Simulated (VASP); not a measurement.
HfIn4SiO6, 12 atoms in the cell. Symmetry: P312, No. 149, trigonal system. Conventional cell: a = 5.277 Å, b = 5.277 Å, c = 10.559 Å, α = 90.00°, β = 90.00°, γ = 120.00°. Within 2.8 Å of Hf (site symmetry 32) lie 6 O at 2.10 Å. Within 3.5 Å of In (site symmetry 3) lie 3 O at 2.62 Å and 3 In at 3.20 Å and 1 Si at 3.21 Å. Within 3.3 Å of In (site symmetry 3) lie 3 O at 2.32 Å and 3 In at 3.20 Å. Within 2.4 Å of Si (site symmetry 32) lie 6 O at 1.83 Å. Within 2.8 Å of O (site symmetry 1) lie 1 Si at 1.83 Å and 1 Hf at 2.10 Å and 2 In at 2.32 to 2.62 Å and 4 O at 2.47 to 2.72 Å. 

| Property | Result |
| --- | --- |
| Program | VASP 6.6.1 |
| Task | single point |
| Functional | r2SCANh |
| Potentials or basis | VASP PAW PBE potentials, release 64 (Hf_pv, In_d, Si, O) |
| Cutoff | 520 eV |
| k mesh | 3 × 3 × 1 |
| Occupations | fermi-dirac, width 0.05 eV |
| Spin | no spin polarisation |
| Dipole correction | no |
| Grid for exact exchange (PRECFOCK) | Fast |
| Further INCAR settings | ALGO = Normal; EDIFF = 1e-06; NBANDS = 63 |
| Share of exact exchange | 0.1 |

Potentials or basis: VASP PAW PBE potentials, release 64 (Hf_pv, In_d, Si, O).

Command:

```bash
$ cat potpaw_PBE.64/Hf_pv/POTCAR potpaw_PBE.64/In_d/POTCAR potpaw_PBE.64/Si/POTCAR potpaw_PBE.64/O/POTCAR > POTCAR
$ cp INCAR.step1 INCAR
$ mpirun -np 2 vasp_std > vasp.out
$ cp INCAR.step2 INCAR
$ mpirun -np 2 vasp_std > vasp.out
```

Hardware: 2 MPI ranks on AMD EPYC 7R13 Processor (Zen 3), with other jobs on the host.

Question: Estimate the wall time of this run.

Answer: It took 16 min on 2 MPI ranks on AMD EPYC 7R13 Processor (Zen 3), on a shared host, peak memory 0.51 GiB a rank. Counts: k points 4.
